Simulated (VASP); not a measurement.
Input of a VASP 6.6.1 run:

File POSCAR:

```
C
1.0
    0.0000000000      1.7801419480      1.7801419480
    1.7801419480      0.0000000000      1.7801419480
    1.7801419480      1.7801419480      0.0000000000
C
2
Direct
    0.0000000000      0.0000000000      0.0000000000
    0.2500000000      0.2500000000      0.2500000000
```

INCAR.step1

```
ALGO = Normal ; EDIFF = 1E-4
ENCUT = 520 ; GGA = PE
ISMEAR = 0 ; LASPH = T
LCHARG = F ; LREAL = F
LWAVE = T ; NBANDS = 11
NELM = 60 ; PREC = Accurate
SIGMA = 0.01
```

Contents of INCAR.step2:

```
ALGO = Normal ; EDIFF = 1E-6
ENCUT = 520 ; ISIF = 2
ISMEAR = 0 ; ISTART = 1
LASPH = T ; LCHARG = F
LMIXTAU = T ; LREAL = F
LWAVE = F ; METAGGA = R2SCAN
NBANDS = 11 ; NELM = 60
PREC = Accurate ; SIGMA = 0.01
```

File KPOINTS:

```
k-points
0
Gamma
  12 12 12
```

Potentials or basis: VASP PAW PBE potentials, release 64 (C).

Command:

```console
$ cat potpaw_PBE.64/C/POTCAR > POTCAR
$ cp INCAR.step1 INCAR
$ mpirun -np 1 vasp_std > vasp.out
$ cp INCAR.step2 INCAR
$ mpirun -np 1 vasp_std > vasp.out
```

Predict the pressure.

1.1 GPa.

Predict the band gap on the k mesh.

4.36 eV, indirect (least direct gap 5.85 eV).

Caveat: the PAW data sets were made with another functional, which shifts forces and pressure a little. A k mesh can miss the band edges.
